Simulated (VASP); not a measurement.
Here is a VASP 6.6.1 calculation.

File INCAR:

```
SYSTEM = C
PREC = Accurate ; ENCUT = 520
EDIFF = 1E-7 ; ISMEAR = 0
SIGMA = 0.15 ; LREAL = .False.
LASPH = .True. ; NELM = 80
ALGO = Normal ; ISIF = 2
LWAVE = .False. ; LCHARG = .False.
GGA = PS ; IVDW = 12
NBANDS = 16
```

File KPOINTS:

```
regular mesh
0
Gamma
  21 21 8
  0 0 0
```

Contents of POSCAR:

```
C
1.0
    2.4375351659      0.0000000000      0.0000000000
   -1.2187675830      2.1109673763      0.0000000000
    0.0000000000      0.0000000000      6.3697668956
C
4
Direct
    0.0000000000      0.0000000000      0.0025000000
    0.0000000000      0.0000000000      0.5025000000
    0.3333333333      0.6666666667      0.0025000000
    0.6666666667      0.3333333333      0.5025000000
```

Potentials or basis: VASP PAW PBE potentials, release 64 (C).

Command:

```console
$ cat potpaw_PBE.64/C/POTCAR > POTCAR
$ mpirun -np 1 vasp_std > vasp.out
```

Problem. Predict the dispersion energy per atom.

Solution. -0.116 eV.

Problem. What does it give for the band gap on the k mesh?

Solution. Zero (bands 8 and 9 overlap by 0.05 eV).

Problem. What does it give for the pressure?

Solution. 9.3 GPa.

Stress tensor (GPa, compression positive):
```
13.35  0.00  0.00
 0.00 13.35  0.00
 0.00  0.00  1.31
```

Caveat: the cell stands under pressure; the PAW data sets were made with another functional, which shifts forces and pressure a little.
